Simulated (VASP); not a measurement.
Crystal: HfB.

```xyz
2
Lattice="3.2668 0.0000 0.0000 1.6334 2.8292 0.0000 1.6334 0.9431 2.6674" Properties=species:S:1:pos:R:3 pbc="T T T"
Hf    3.2668    1.8861    1.3337
B     0.0000    0.0000    0.0000
```

Base run:

| Item | Value |
| --- | --- |
| Program | VASP 6.6.1 |
| Functional | PBEsol |
| Potentials or basis | VASP PAW PBE potentials, release 64 (Hf_pv, B) |
| Cutoff | 520 eV |
| k mesh | 10 × 10 × 10 |
| Occupations | gaussian, width 0.1 eV |
| Spin | no spin polarisation |

Its results: pressure 24.3 GPa.

Q: The run is repeated on the same cell with these changes: functional from PBEsol to LDA; potentials or basis from VASP PAW PBE potentials, release 64 (Hf_pv, B) to VASP PAW LDA potentials, release 64 (Hf_pv, B). What comes out?

A: Pressure 19.6 GPa.

Caveats: the PAW data sets were made with another functional, which shifts forces and pressure a little (some runs).
